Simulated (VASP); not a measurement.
Os:

```
CELL_PARAMETERS angstrom
2.77008 0.00000 0.00000
-1.38504 2.39896 0.00000
0.00000 0.00000 4.37654
ATOMIC_POSITIONS crystal
Os 0.66667 0.33333 0.75000
Os 0.33333 0.66667 0.25000
```

Base run:

* Program: VASP 6.6.1
* Functional: BLYP
* Potentials or basis: VASP PAW PBE potentials, release 64 (Os)
* Cutoff: 520 eV
* k mesh: 11 × 11 × 6
* Occupations: fermi-dirac, width 0.05 eV
* Spin: no spin polarisation

Its results: band gap on the k mesh zero (band 8 reaches 11.43 eV, above the bottom of band 9 at 7.77 eV); pressure 12.1 GPa.

Q: After a change of settings the same cell gave: band gap on the k mesh zero (band 8 reaches 11.43 eV, above the bottom of band 9 at 7.77 eV); pressure -1.9 GPa. Which change was it?
A. dispersion from none to D4
B. functional from BLYP to SVWN5; further incar settings from ALGO = Fast; EDIFF = 1e-07; NBANDS = 15 to ALGO = Normal; EDIFF = 1e-07; NBANDS = 15
C. functional from BLYP to PBEsol; further incar settings from ALGO = Fast; EDIFF = 1e-07; NBANDS = 15 to ALGO = Normal; EDIFF = 1e-06; NBANDS = 15
D. functional from BLYP to RPBE; further incar settings from ALGO = Fast; EDIFF = 1e-07; NBANDS = 15 to ALGO = Normal; EDIFF = 1e-07; NBANDS = 15

A: A.

Dispersion adds attraction, which lowers the pressure at fixed volume and, as a term added to the energy, leaves the levels alone.

Caveats: the PAW data sets were made with another functional, which shifts forces and pressure a little; spin-orbit coupling is left out, which moves the levels of the heavy elements; pairwise dispersion overbinds metals, which lowers pressure and volume (some runs).
